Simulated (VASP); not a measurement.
**GaGe3: single point with PBE**

Crystal: GaGe3.

```
Ge Ga
1.0
     4.22064    0.00000    0.00000
     0.00000    4.22064    0.00000
     0.00000    0.00000    4.22064
Ge Ga
3 1
Direct
  0.50000 0.50000 0.00000
  0.50000 0.00000 0.50000
  0.00000 0.50000 0.50000
  0.00000 0.00000 0.00000
```

```json
{
 "Program": "VASP 6.6.1",
 "Task": "single point",
 "Functional": "PBE",
 "Potentials or basis": "VASP PAW PBE potentials, release 64 (Ge_d, Ga_d)",
 "Cutoff": "520 eV",
 "k mesh": "6 × 6 × 6",
 "Occupations": "fermi-dirac, width 0.05 eV",
 "Spin": "no spin polarisation",
 "Dipole correction": "no",
 "Further INCAR settings": "ALGO = Normal; EDIFF = 1e-06; NBANDS = 36"
}
```

- Pressure: 2.4 GPa

Levels at points of the mesh, in eV from the Fermi level:
```
           k point  band 25  band 26  band 27  band 28  band 29  band 30  band 31  band 32
(0.00, 0.00, 0.00)    -3.98    -3.98    -3.31     2.67     2.67     2.67     3.61     3.61
(0.50, 0.00, 0.00)    -2.04    -2.04    -1.44    -1.44    -0.11     0.13     4.66     4.81
(0.50, 0.50, 0.00)    -0.70    -0.14    -0.14    -0.01     0.19     0.19     0.74     1.55
(0.50, 0.50, 0.50)    -5.31    -5.13    -5.13    -5.13     6.88     6.88     6.95     6.95
```

Run time: 28 s on 1 thread of Intel Xeon 6975P-C, with other jobs on the host, peak memory 0.2 GiB.
